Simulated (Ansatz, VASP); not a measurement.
**In2BiSb: VASP beside Ansatz**

The input INCAR:

```
SYSTEM = In2BiSb
ALGO = Normal
EDIFF = 1E-6
ENCUT = 520
GGA = PE
ISIF = 2
ISMEAR = -1
LASPH = .TRUE.
LCHARG = .FALSE.
LREAL = .FALSE.
LWAVE = .FALSE.
NBANDS = 31
NELM = 80
PREC = Accurate
SIGMA = 0.02
```

KPOINTS

```
k-points
0
G
  4 4 4
  0 0 0
```

The input POSCAR:

```
In2BiSb
1.0
    4.8723912030      0.0000000000      0.0000000000
    0.0000000000      4.8723912030      0.0000000000
    0.0000000000      0.0000000000      6.8565314387
Sb In Bi
1 2 1
Direct
    0.0000000000      0.0000000000      0.0000000000
    0.0000000000      0.5000000000      0.7568794077
    0.5000000000      0.0000000000      0.2431205923
    0.5000000000      0.5000000000      0.5000000000
```

Input for Ansatz:

```yaml
crystal:
  lattice:
    - [4.872391203, 0.0, 0.0]
    - [0.0, 4.872391203, 0.0]
    - [0.0, 0.0, 6.8565314387]
  atoms:
    - { symbol: Sb, position: [0.0, 0.0, 0.0] }
    - { symbol: In, position: [0.0, 0.5, 0.7568794077] }
    - { symbol: Bi, position: [0.5, 0.5, 0.5] }
    - { symbol: In, position: [0.5, 0.0, 0.2431205923] }
kpoints:
  mp_grid: { grid: [4, 4, 4] }
hamiltonian:
  xc: pbe
scf:
  occupations: { method: fermi_dirac, width: 0.02 }
  n_extra_bands: 5
output:
  forces: true
  stress: true
  eigenvalues: true
```

Alike in both runs: task single point; functional PBE; k mesh 4 × 4 × 4; occupations fermi-dirac, width 0.02 eV; no spin polarisation.

|  | VASP | Ansatz |
| --- | --- | --- |
| version | VASP 6.6.1 | Ansatz 0.2.0 |
| potentials or method | VASP PAW PBE potentials, release 64 (Sb, In_d, Bi_d) | plane waves, PAW |
| plane-wave cutoff (eV) | 520 | 420 |
| valence electrons in the cell | 46 | 56 |

```tsv
	VASP	Ansatz	Ansatz less VASP
pressure (GPa)	-1.6	-1.6	+0.03
```

VASP's potentials hold 46 valence electrons a cell and Ansatz's 56, so a difference there can come from the potentials and not from the codes.

Spin-orbit coupling is off throughout.
